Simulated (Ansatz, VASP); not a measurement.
## WCl2F4: VASP beside Ansatz

File INCAR:

```
SYSTEM = WCl2F4
PREC = Accurate
ENCUT = 520
EDIFF = 1E-6
ISMEAR = 0
SIGMA = 0.1
LREAL = .FALSE.
LASPH = .TRUE.
NELM = 100
ALGO = Normal
ISIF = 2
LWAVE = .FALSE.
LCHARG = .TRUE.
GGA = PE
LELF = .TRUE.
LVHAR = .TRUE.
NBANDS = 37
```

KPOINTS

```
regular mesh
0
G
  4 4 4
  0 0 0
```

Contents of POSCAR:

```
WCl2F4
1.0
    6.0313623405     -0.0202068457     -0.1619571875
    2.9433489303      5.4661344374     -0.0570193515
    2.5744538663      1.7667914643      5.5622281735
W Cl F
1 2 4
Direct
    0.0000000000      0.0000000000      0.0000000000
    0.2435395043      0.6683814868      0.2605138516
    0.7564604957      0.3316185132      0.7394861484
    0.2934984618      0.0657192124      0.7972179620
    0.9411954686      0.2241599709      0.1541004086
    0.0588045314      0.7758400291      0.8458995914
    0.7065015382      0.9342807876      0.2027820380
```

Input for Ansatz:

```yaml
crystal:
  lattice:
    - [6.0313623405, -0.0202068457, -0.1619571875]
    - [2.9433489303, 5.4661344374, -0.0570193515]
    - [2.5744538663, 1.7667914643, 5.5622281735]
  atoms:
    - { symbol: W, position: [0.0, 0.0, 0.0] }
    - { symbol: Cl, position: [0.2435395043, 0.6683814868, 0.2605138516] }
    - { symbol: Cl, position: [0.7564604957, 0.3316185132, 0.7394861484] }
    - { symbol: F, position: [0.2934984618, 0.0657192124, 0.797217962] }
    - { symbol: F, position: [0.9411954686, 0.2241599709, 0.1541004086] }
    - { symbol: F, position: [0.0588045314, 0.7758400291, 0.8458995914] }
    - { symbol: F, position: [0.7065015382, 0.9342807876, 0.202782038] }
basis:
  ecutwfc: 420
kpoints:
  mp_grid: { grid: [4, 4, 4] }
hamiltonian:
  xc: pbe
scf:
  occupations: { method: gaussian, width: 0.1 }
  lower_state_search: "off"
output:
  forces: true
  stress: true
  eigenvalues: true
```

Alike in both runs: task single point; functional PBE; k mesh 4 × 4 × 4; occupations gaussian, width 0.1 eV; no spin polarisation.

|  | VASP | Ansatz |
| --- | --- | --- |
| version | VASP 6.6.1 | Ansatz 0.2.0 |
| potentials or method | VASP PAW PBE potentials, release 64 (W_sv, Cl, F), cutoff 520 eV | scalar-relativistic, plane waves, PAW |
| valence electrons in the cell | 56 | 56 |

```tsv
	VASP	Ansatz	Ansatz less VASP
gap on the k mesh at the Fermi level (eV)	3.00	3.00	-0.002
least direct gap on the mesh (eV)	3.02	3.02	-0.002
pressure (GPa)	0.7	0.0	-0.64
traceless stress, the component that is largest in VASP (GPa)	0.47	0.00	-0.475
rms of the force components (eV/Å)	0.171	0.001	-0.1693
```

Atom by atom the forces differ by 0.171 eV/Å (rms over components). One of these differences is far larger than is usual between the two programs; its cause wasn't traced. With one functional, cell and mesh, what is left measures potentials, basis and numerics.

Spin-orbit coupling is off throughout.
